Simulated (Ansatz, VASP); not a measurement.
One calculation of Pb, two programs

The input INCAR:

```
PREC = Accurate
ENCUT = 520
EDIFF = 1E-6
ISMEAR = -1
SIGMA = 0.1
LREAL = False
LASPH = True
NELM = 100
ALGO = Normal
ISIF = 2
LWAVE = False
LCHARG = False
GGA = PS
NBANDS = 21
```

Contents of KPOINTS:

```
regular mesh
0
Gamma
  12 12 8
```

File POSCAR:

```
Pb
1.0
   -3.0220669867      2.9724899591      1.6287783408
    2.9724899591     -3.0220669867      1.6287783408
    3.0939389153      3.0939389153     -1.7195787576
Pb
2
Direct
    0.9976815058      0.0023184942      0.0000000000
    0.7523184942      0.2476815058      0.5000000000
```

Input for Ansatz:

```yaml
crystal:
  lattice:
    - [-3.0220669867, 2.9724899591, 1.6287783408]
    - [2.9724899591, -3.0220669867, 1.6287783408]
    - [3.0939389153, 3.0939389153, -1.7195787576]
  atoms:
    - { symbol: Pb, position: [0.9976815058, 0.0023184942, 0.0] }
    - { symbol: Pb, position: [0.7523184942, 0.2476815058, 0.5] }
hamiltonian:
  xc: pbesol
  pseudopotentials:
    kind: paw
    azcp:
      Pb: "pseudopotentials/Pb.paw.azcp"
basis:
  ecutwfc: 420
  fft_grid_basis: typed
kpoints:
  mp_grid: { grid: [12, 12, 8], shift: [0, 0, 0] }
magnetization:
  spin_polarized: false
scf:
  occupations: { method: fermi_dirac, width: 0.1 }
  lower_state_search: "off"
output:
  stress: true
  write_density: true
  write_potential: true
  elf: true
  volumetric_format: npy
```

Alike in both runs: task single point; functional PBEsol; k mesh 12 × 12 × 8; occupations fermi-dirac, width 0.1 eV; no spin polarisation.

|  | VASP | Ansatz |
| --- | --- | --- |
| version | VASP 6.6.1 | Ansatz 0.2.0 |
| potentials or method | VASP PAW PBE potentials, release 64 (Pb_d), cutoff 520 eV | plane waves (420 eV) with PAW, scalar-relativistic |
| valence electrons in the cell | 28 | 28 |

|  | VASP | Ansatz | Ansatz less VASP |
| --- | --- | --- | --- |
| pressure (GPa) | 2.0 | 2.0 | +0.08 |
| traceless stress, the component that is largest in VASP (GPa) | -0.15 | -0.15 | -0.001 |

VASP's potentials were made for PBE, not for PBEsol, and Ansatz warns of the same on its side. With one functional, cell and mesh, what is left measures potentials, basis and numerics.

Neither program's run includes spin-orbit coupling.
